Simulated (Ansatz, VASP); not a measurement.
Cu in VASP and in Ansatz

File INCAR:

```
SYSTEM = Cu
ALGO = Fast
EDIFF = 1E-7
ENCUT = 520
GGA = PE
ISIF = 2
ISMEAR = 0
LASPH = .TRUE.
LCHARG = .TRUE.
LELF = .TRUE.
LREAL = .FALSE.
LVHAR = .TRUE.
LWAVE = .FALSE.
NBANDS = 12
NELM = 60
PREC = Accurate
SIGMA = 0.15
```

KPOINTS

```
k-points
0
G
  24 24 24
  0 0 0
```

POSCAR

```
Cu
1.0
    0.0000000000      1.7783416754      1.8672587591
    1.7783416754      0.0000000000      1.8672587591
    1.7783416754      1.7783416754      0.0000000000
Cu
1
Direct
    0.0000000000      0.0000000000      0.0000000000
```

Input for Ansatz:

```yaml
crystal:
  lattice:
    - [0.0, 1.7783416754, 1.8672587591]
    - [1.7783416754, 0.0, 1.8672587591]
    - [1.7783416754, 1.7783416754, 0.0]
  atoms:
    - { symbol: Cu, position: [0.0, 0.0, 0.0] }
basis:
  ecutwfc: 420
kpoints:
  mp_grid: { grid: [24, 24, 24] }
hamiltonian:
  xc: pbe
scf:
  occupations: { method: gaussian, width: 0.15 }
output:
  forces: true
  stress: true
  eigenvalues: true
```

Alike in both runs: task single point; functional PBE; k mesh 24 × 24 × 24; occupations gaussian, width 0.15 eV; no spin polarisation.

```csv
,VASP,Ansatz
version,VASP 6.6.1,Ansatz 0.2.0
potentials or method,"VASP PAW PBE potentials, release 64 (Cu), cutoff 520 eV","scalar-relativistic, plane waves, PAW"
valence electrons in the cell,11,19
```

Ansatz gave:

```
gap on the k mesh at the Fermi level (eV)                     : none
pressure (GPa)                                                : 1.9
traceless stress, the component that is largest in VASP (GPa) : -2.28
```

Task: What did VASP give for the same quantities?

Result: gap on the k mesh at the Fermi level (eV): none; pressure (GPa): 2.5; traceless stress, the component that is largest in VASP (GPa): -2.28.

A gap of «none» marks a metal or a gap that the smearing closes. VASP's potentials hold 11 valence electrons a cell and Ansatz's 19, so a difference there can come from the potentials and not from the codes.
